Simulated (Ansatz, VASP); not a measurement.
# Two plane-wave programs on PbSe

Contents of POSCAR:

```
PbSe
1.0
    0.0000000000      3.0621500000      3.0621500000
    3.0621500000      0.0000000000      3.0621500000
    3.0621500000      3.0621500000      0.0000000000
Pb Se
1 1
Direct
    0.0000000000      0.0000000000      0.0000000000
    0.5000000000      0.4265222148      0.5000000000
```

Contents of INCAR.step1:

```
SYSTEM = PbSe
PREC     = Accurate       ! precision mode
ENCUT    = 520            ! plane-wave cutoff, eV
ISMEAR   = 0              ! smearing method
SIGMA    = 0.05           ! smearing width, eV
LREAL    = .False.        ! projectors in reciprocal space
LASPH    = .True.         ! aspherical terms in the spheres
NELM     = 100            ! most SCF steps
NBANDS   = 17             ! bands
GGA      = PE             ! functional
ALGO     = Normal         ! electronic algorithm
EDIFF    = 1E-4           ! SCF threshold, eV
LWAVE    = .True.         ! write WAVECAR
LCHARG   = .False.        ! write CHGCAR
```

File INCAR.step2:

```
SYSTEM = PbSe
PREC     = Accurate       ! precision mode
ENCUT    = 520            ! plane-wave cutoff, eV
EDIFF    = 1E-7           ! SCF threshold, eV
ISMEAR   = 0              ! smearing method
SIGMA    = 0.05           ! smearing width, eV
LREAL    = .False.        ! projectors in reciprocal space
LASPH    = .True.         ! aspherical terms in the spheres
NELM     = 100            ! most SCF steps
ALGO     = Normal         ! electronic algorithm
ISIF     = 2              ! what is computed and relaxed
LWAVE    = .False.        ! write WAVECAR
LCHARG   = .True.         ! write CHGCAR
METAGGA  = R2SCAN         ! meta-GGA
LMIXTAU  = .True.       
LELF     = .True.         ! ELF
LVHAR    = .True.       
NBANDS   = 17             ! bands
ISTART   = 1
```

File KPOINTS:

```
Automatic mesh
0
Gamma
  10 10 10
  0 0 0
```

Input for Ansatz:

```yaml
crystal:
  lattice:
    - [0.0, 3.06215, 3.06215]
    - [3.06215, 0.0, 3.06215]
    - [3.06215, 3.06215, 0.0]
  atoms:
    - { symbol: Pb, position: [0.0, 0.0, 0.0] }
    - { symbol: Se, position: [0.5, 0.4265222148, 0.5] }
basis:
  ecutwfc: 500
kpoints:
  mp_grid: { grid: [10, 10, 10] }
hamiltonian:
  xc: r2scan
scf:
  occupations: { method: gaussian, width: 0.05 }
output:
  forces: true
  stress: true
  eigenvalues: true
```

Alike in both runs: task single point; functional r2SCAN; k mesh 10 × 10 × 10; occupations gaussian, width 0.05 eV; no spin polarisation.

|  | VASP | Ansatz |
| --- | --- | --- |
| version | VASP 6.6.1 | Ansatz 0.2.0 |
| potentials or method | VASP PAW PBE potentials, release 64 (Pb_d, Se), cutoff 520 eV | scalar-relativistic, plane waves, PAW |
| valence electrons in the cell | 20 | 30 |

|  | VASP | Ansatz | Ansatz less VASP |
| --- | --- | --- | --- |
| gap on the k mesh at the Fermi level (eV) | 0.72 | 0.72 | -0.003 |
| least direct gap on the mesh (eV) | 0.72 | 0.72 | -0.003 |
| pressure (GPa) | 3.0 | 2.9 | -0.02 |
| traceless stress, the component that is largest in VASP (GPa) | -1.41 | -1.39 | +0.018 |
| rms of the force components (eV/Å) | 0.265 | 0.258 | -0.0069 |

VASP's potentials were made for PBE, not for r2SCAN. Atom by atom the forces differ by 0.007 eV/Å (rms over components). With one functional, cell and mesh, what is left measures potentials, basis and numerics. VASP's potentials hold 20 valence electrons a cell and Ansatz's 30, so a difference there can come from the potentials and not from the codes.

Spin-orbit coupling is off throughout.
